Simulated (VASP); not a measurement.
# Nb (Fm-3m) in VASP: notebook, part 2 of 2

VASP 6.6.1. The steps go on from the part before.

## 3. Single point, PBE (17.08 Å³/atom)

This run uses another cell than the first one, of 17.08 Å³/atom.

File INCAR:

```
SYSTEM = Nb
PREC = Accurate
ENCUT = 520
EDIFF = 1E-7
ISMEAR = 0
SIGMA = 0.1
LREAL = .False.
LASPH = .True.
NELM = 80
ALGO = Normal
ISIF = 2
LWAVE = .False.
LCHARG = .False.
GGA = PE
NBANDS = 12
```

File KPOINTS:

```
Automatic mesh
0
Gamma
  18 18 18
  0 0 0
```

File POSCAR:

```
Nb
1.0
    0.0000000000      2.0439527431      2.0439527431
    2.0439527431      0.0000000000      2.0439527431
    2.0439527431      2.0439527431      0.0000000000
Nb
1
Direct
    0.0000000000      0.0000000000      0.0000000000
```

Potentials or basis: VASP PAW PBE potentials, release 64 (Nb_sv).

Command:

```sh
cat potpaw_PBE.64/Nb_sv/POTCAR > POTCAR
mpirun -np 1 vasp_std > vasp.out
```

OUTCAR:

```text
SYSTEM = Nb
   PREC = Accurate
   ENCUT = 520
   EDIFF = 1E-7
   ISMEAR = 0
   LREAL = .False.
   LASPH = .True.
   NELM = 80
   ISIF = 2
   GGA = PE

 ion  position               nearest neighbor table
   1  0.000  0.000  0.000-

  LATTYP: Found a face centered cubic cell.
 ALAT       =     4.0879054862

  Lattice vectors:

 A1 = (   0.0000000000,   2.0439527431,   2.0439527431)
 A2 = (   2.0439527431,   0.0000000000,   2.0439527431)
 A3 = (   2.0439527431,   2.0439527431,   0.0000000000)

Analysis of symmetry for initial positions (statically):
=====================================================================
 Subroutine PRICEL returns:
 Original cell was already a primitive cell.

 Routine SETGRP: Setting up the symmetry group for a
 face centered cubic supercell.

 Subroutine GETGRP returns: Found 48 space group operations
 (whereof 48 operations were pure point group operations)
 out of a pool of 48 trial point group operations.

The static configuration has the point symmetry O_h .

Analysis of symmetry for dynamics (positions and initial velocities):
[... 170 lines left out ...]
      4     -17.5590      2.00000
      5       5.8961      2.00000
      6      12.3607      0.77953
      7      12.3607      0.77953
      8      12.3607      0.77953
      9      15.3157      0.00000
     10      15.3157      0.00000
     11      24.2394      0.00000
     12      29.4424      0.00000
[... 331 lines left out ...]
 k-point    24 :      -0.2222    0.0556    0.0000
  band No.  band energies     occupation
      1     -42.2389      2.00000
      2     -18.3486      2.00000
      3     -17.7105      2.00000
      4     -17.6386      2.00000
      5       7.8220      2.00000
      6      11.4256      2.00000
      7      12.7503      0.00000
      8      12.8778      0.00000
      9      14.8277      0.00000
     10      15.8110      0.00000
     11      25.2635      0.00000
     12      28.3224      0.00000

 [... further k-points ...]

------------------------ aborting loop because EDIFF is reached ----------------------------------------

  FORCE on cell =-STRESS in cart. coord.  units (eV):
  Direction    XX          YY          ZZ          XY          YZ          ZX
  --------------------------------------------------------------------------------------
  -------------------------------------------------------------------------------------
  Total        1.9060668      1.9060668      1.9060668      0.0000000     -0.0000000      0.0000000
  in kB      178.8159088    178.8159088    178.8159088      0.0000000     -0.0000000      0.0000000
  external PRESSURE =     178.8159088 kB  Pullay stress =       0.0000000 kB

 VOLUME and BASIS-vectors are now :
 -----------------------------------------------------------------------------
  energy-cutoff  :      520.00
  volume of cell :       17.08
      direct lattice vectors                 reciprocal lattice vectors
     0.000000000  2.043952743  2.043952743    -0.244624051  0.244624051  0.244624051
     2.043952743  0.000000000  2.043952743     0.244624051 -0.244624051  0.244624051
     2.043952743  2.043952743  0.000000000     0.244624051  0.244624051 -0.244624051

 POSITION                                       TOTAL-FORCE (eV/Angst)
 -----------------------------------------------------------------------------------
      0.00000      0.00000      0.00000        -0.000000     -0.000000     -0.000000
 -----------------------------------------------------------------------------------
    total drift:                                0.000000      0.000000      0.000000

  FREE ENERGIE OF THE ION-ELECTRON SYSTEM (eV)
  ---------------------------------------------------
  free  energy   TOTEN  =        -9.8108285816 eV

  energy  without entropy=       -9.8042472528  energy(sigma->0) =       -9.80753792
```

stdout:

```text
POSCAR found type information on POSCAR Nb
 POSCAR found :  1 types and       1 ions
 scaLAPACK will be used
 LDA part: xc-table for (Slater+PW92), standard interpolation
 POSCAR, INCAR and KPOINTS ok, starting setup
 FFT: planning ... GRIDC
 FFT: planning ... GRID_SOFT
 FFT: planning ... GRID
 WAVECAR not read
 entering main loop
```

It took 40 s on 1 thread of Intel Xeon 8259CL, shared host; peak memory 0.17 GiB.

What came out:

| Quantity | Value |
| --- | --- |
| Free energy | -9.8108 eV |
| Pressure | 17.9 GPa |
| Band gap on the k mesh | zero (an odd number of electrons rules out a gap without spin polarisation) |

Levels at points of the mesh, in eV from the Fermi level:
| k point | band 2 | band 3 | band 4 | band 5 | band 6 | band 7 | band 8 | band 9 | band 10 | band 11 |
| --- | --- | --- | --- | --- | --- | --- | --- | --- | --- | --- |
| (0.00, 0.00, 0.00) | -29.90 | -29.90 | -29.90 | -6.44 | 0.02 | 0.02 | 0.02 | 2.97 | 2.97 | 11.90 |
| (0.50, 0.00, 0.00) | -31.50 | -30.10 | -30.10 | -4.22 | -0.20 | -0.20 | 1.75 | 5.22 | 5.22 | 11.68 |
| (0.50, 0.50, 0.00) | -31.39 | -30.46 | -30.46 | -4.61 | -3.82 | 4.19 | 5.21 | 5.87 | 5.87 | 12.03 |

Caveat: the cell stands under pressure.

## 4. Single point, PBE (17.64 Å³/atom)

This run uses another cell than the first one, of 17.64 Å³/atom.

File INCAR:

```
  ALGO = Normal
  EDIFF = 1E-7
  ENCUT = 520
  GGA = PE
  ISIF = 2
  ISMEAR = 0
  LASPH = T
  LCHARG = T
  LELF = T
  LREAL = F
  LVHAR = T
  LWAVE = F
  NBANDS = 12
  NELM = 80
  PREC = Accurate
  SIGMA = 0.1
```

File KPOINTS:

```
k-points
0
Gamma
  18 18 18
```

File POSCAR:

```
Nb
1.0
    0.0000000000      2.0661713614      2.0661713614
    2.0661713614      0.0000000000      2.0661713614
    2.0661713614      2.0661713614      0.0000000000
Nb
1
Direct
    0.0000000000      0.0000000000      0.0000000000
```

Command:

```sh
cat potpaw_PBE.64/Nb_sv/POTCAR > POTCAR
mpirun -np 1 vasp_std > vasp.out
```

It took 39 s on 1 thread of Intel Xeon 8259CL, shared host; peak memory 0.17 GiB.

Results (log left out):

```yaml
Free_energy: -9.8617 eV
Pressure: 11.0 GPa
Band_gap_on_the_k_mesh: zero (an odd number of electrons rules out a gap without spin polarisation)
```

Levels at points of the mesh, in eV from the Fermi level:
```csv
k point,band 4,band 5,band 6,band 7,band 8,band 9
"(0.00, 0.00, 0.00)",-30.00,-6.38,0.05,0.05,0.05,2.88
"(0.50, 0.00, 0.00)",-30.19,-4.08,-0.16,-0.16,1.60,5.02
"(0.50, 0.50, 0.00)",-30.51,-4.41,-3.64,3.97,5.01,5.64
```

Caveat: the cell stands under pressure.

## 5. Single point, PBE (18.20 Å³/atom)

This run uses another cell than the first one, of 18.20 Å³/atom.

File INCAR:

```
SYSTEM = Nb
PREC = Accurate
ENCUT = 520
EDIFF = 1E-7
ISMEAR = 0
SIGMA = 0.1
LREAL = .False.
LASPH = .True.
NELM = 100
ALGO = Normal
ISIF = 2
LWAVE = .False.
LCHARG = .False.
GGA = PE
NBANDS = 12
```

File KPOINTS:

```
regular mesh
0
Gamma
  18 18 18
  0 0 0
```

File POSCAR:

```
Nb
1.0
    0.0000000000      2.0879221320      2.0879221320
    2.0879221320      0.0000000000      2.0879221320
    2.0879221320      2.0879221320      0.0000000000
Nb
1
Direct
    0.0000000000      0.0000000000      0.0000000000
```

Command:

```sh
cat potpaw_PBE.64/Nb_sv/POTCAR > POTCAR
mpirun -np 1 vasp_std > vasp.out
```

Run time: 39 s. Hardware: 1 thread of Intel Xeon 8259CL, shared host; peak memory 0.17 GiB.

Results (log left out):

| Quantity | Value |
| --- | --- |
| Free energy | -9.8897 eV |
| Pressure | 4.9 GPa |
| Band gap on the k mesh | zero (an odd number of electrons rules out a gap without spin polarisation) |

Levels at points of the mesh, in eV from the Fermi level:
| k point | band 2 | band 3 | band 4 | band 5 | band 6 | band 7 | band 8 | band 9 | band 10 | band 11 |
| --- | --- | --- | --- | --- | --- | --- | --- | --- | --- | --- |
| (0.00, 0.00, 0.00) | -30.10 | -30.10 | -30.10 | -6.31 | 0.07 | 0.07 | 0.07 | 2.78 | 2.78 | 11.84 |
| (0.50, 0.00, 0.00) | -31.41 | -30.27 | -30.27 | -3.96 | -0.12 | -0.12 | 1.47 | 4.83 | 4.83 | 10.87 |
| (0.50, 0.50, 0.00) | -31.32 | -30.56 | -30.56 | -4.23 | -3.48 | 3.76 | 4.81 | 5.42 | 5.42 | 11.50 |

Caveat: the cell stands under pressure.

## 6. Summary

| cell | gap on the mesh (eV) | pressure (GPa) |
| --- | --- | --- |
| a = 2.858 Å, angles 60.0°, 1 atom | none | 25.9 |
| a = 2.891 Å, angles 60.0°, 1 atom | none | 17.9 |
| a = 2.922 Å, angles 60.0°, 1 atom | none | 11.0 |
| a = 2.953 Å, angles 60.0°, 1 atom | none | 4.9 |

Alike in all rows: task single point; level PBE; potentials or basis VASP PAW PBE potentials, release 64 (Nb_sv); no spin polarisation; k mesh 18 × 18 × 18; cutoff (eV) 520; smearing gaussian 0.1 eV.

Caveats: the cell stands under pressure.

Total energies depend on the potentials used, so only differences within one code and one set of settings carry meaning.
